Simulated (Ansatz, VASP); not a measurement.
# Two plane-wave programs on TiC

Contents of POSCAR:

```
TiC
1.0
    0.0000000000      2.1466778518      2.1466778518
    2.1466778518      0.0000000000      2.1466778518
    2.1466778518      2.1466778518      0.0000000000
Ti C
1 1
Direct
    0.0000000000      0.0000000000      0.0000000000
    0.5000000000      0.5000000000      0.5000000000
```

INCAR.step1

```
PREC = Accurate
ENCUT = 1430
ISMEAR = 0
SIGMA = 0.1
LREAL = F
LASPH = T
NELM = 120
NBANDS = 15
GGA = PE
ALGO = Normal
EDIFF = 1E-5
LWAVE = T
LCHARG = F
GGA_COMPAT = F
```

INCAR.step2

```
PREC = Accurate
ENCUT = 1430
EDIFF = 1E-6
ISMEAR = 0
SIGMA = 0.1
LREAL = F
LASPH = T
NELM = 120
ALGO = Normal
ISIF = 2
LWAVE = F
LCHARG = F
METAGGA = R2SCAN
LMIXTAU = T
NBANDS = 15
ISTART = 1
GGA_COMPAT = F
```

File KPOINTS:

```
Automatic mesh
0
Gamma
  16 16 16
```

Input for Ansatz:

```yaml
crystal:
  lattice:
    - [0.0, 2.1466778518, 2.1466778518]
    - [2.1466778518, 0.0, 2.1466778518]
    - [2.1466778518, 2.1466778518, 0.0]
  atoms:
    - { symbol: Ti, position: [0.0, 0.0, 0.0] }
    - { symbol: C, position: [0.5, 0.5, 0.5] }
basis:
  ecutwfc: 500
kpoints:
  mp_grid: { grid: [16, 16, 16] }
  band_path:
    path:
      - [0.0, 0.0, 0.0]
      - [0.5, 0.0, 0.5]
      - [0.625, 0.25, 0.625]
      - [0.375, 0.375, 0.75]
      - [0.5, 0.5, 0.5]
      - [0.5, 0.25, 0.75]
      - [0.0, 0.25, 0.25]
    npoints: 1
hamiltonian:
  xc: r2scan
scf:
  occupations: { method: gaussian, width: 0.1 }
  n_extra_bands: 4
output:
  forces: true
  stress: true
  eigenvalues: true
```

Alike in both runs: task single point; functional r2SCAN; k mesh 16 × 16 × 16; occupations gaussian, width 0.1 eV; no spin polarisation.

|  | VASP | Ansatz |
| --- | --- | --- |
| version | VASP 6.6.1 | Ansatz 0.2.0 |
| potentials or method | VASP PAW PBE potentials, release 64 (Ti_sv, C_h), cutoff 1430 eV | scalar-relativistic, plane waves, PAW |
| valence electrons in the cell | 16 | 16 |

Ansatz gave:

| Property | Result |
| --- | --- |
| gap on the k mesh at the Fermi level (eV) | none |
| pressure (GPa) | 6.6 |

Problem. What did VASP give for the same quantities?

Solution. gap on the k mesh at the Fermi level (eV): none; pressure (GPa): 7.6.

VASP's potentials were made for PBE, not for r2SCAN. A gap of «none» marks a metal or a gap that the smearing closes.
